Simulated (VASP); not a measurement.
Wanted: the native input for a VASP 6.6.1 run.

```
Task                   : relaxation of cell and atoms
Functional             : PBE
Potentials or basis    : VASP PAW PBE potentials, release 64 (Ti_sv)
Cutoff                 : 600 eV
k mesh                 : 18 × 18 × 10
Occupations            : gaussian, width 0.1 eV
Spin                   : no spin polarisation
Dipole correction      : no
Further INCAR settings : ALGO = Fast; EDIFF = 1e-06; IBRION = 2; EDIFFG = -0.005; NSW = 100; ISIF = 3
```

The structure of Ti lies in POSCAR:

```
Ti
1.0
    2.9357319200      0.0000000000      0.0000000000
   -1.4678659600      2.5424184200      0.0000000000
    0.0000000000      0.0000000000      4.6408561500
Ti
2
Direct
    0.3333333300      0.6666666700      0.2500000000
    0.6666666700      0.3333333300      0.7500000000
```

These files were run (other wordings do the same):

INCAR

```
SYSTEM = Ti
PREC = Accurate
ENCUT = 600
EDIFF = 1E-6
ISMEAR = 0
SIGMA = 0.1
LREAL = .FALSE.
LASPH = .TRUE.
NELM = 80
ALGO = Fast
ISIF = 3
LWAVE = .FALSE.
LCHARG = .FALSE.
GGA = PE
IBRION = 2
NSW = 100
EDIFFG = -0.005
```

KPOINTS

```
Automatic mesh
0
G
  18 18 10
  0 0 0
```

Potentials or basis: VASP PAW PBE potentials, release 64 (Ti_sv).

The run is started by

```console
$ cat potpaw_PBE.64/Ti_sv/POTCAR > POTCAR
$ mpirun -np 1 vasp_std > vasp.out
```

It gave:

| Property | Result |
| --- | --- |
| Relaxed volume | 17.35 Å³/atom |
| Relaxed cell | a = 2.937 Å, b = 2.937 Å, c = 4.644 Å, α = 90.00°, β = 90.00°, γ = 120.00° |
| Space group after relaxing (to 0.1 Å) | P6_3/mmc (No. 194) |
| Energy gained by relaxing | 122.5 meV/atom |
| Ionic steps | 24 |
| Pressure after relaxing | 0.0 GPa |
| Band gap on the k mesh | zero (bands 12 and 13 overlap by 1.10 eV) |

Wall time 15 min on 1 thread of Intel(R) Xeon(R) Platinum 8488C (Sapphire Rapids), with other jobs on the host, peak memory 0.28 GiB.
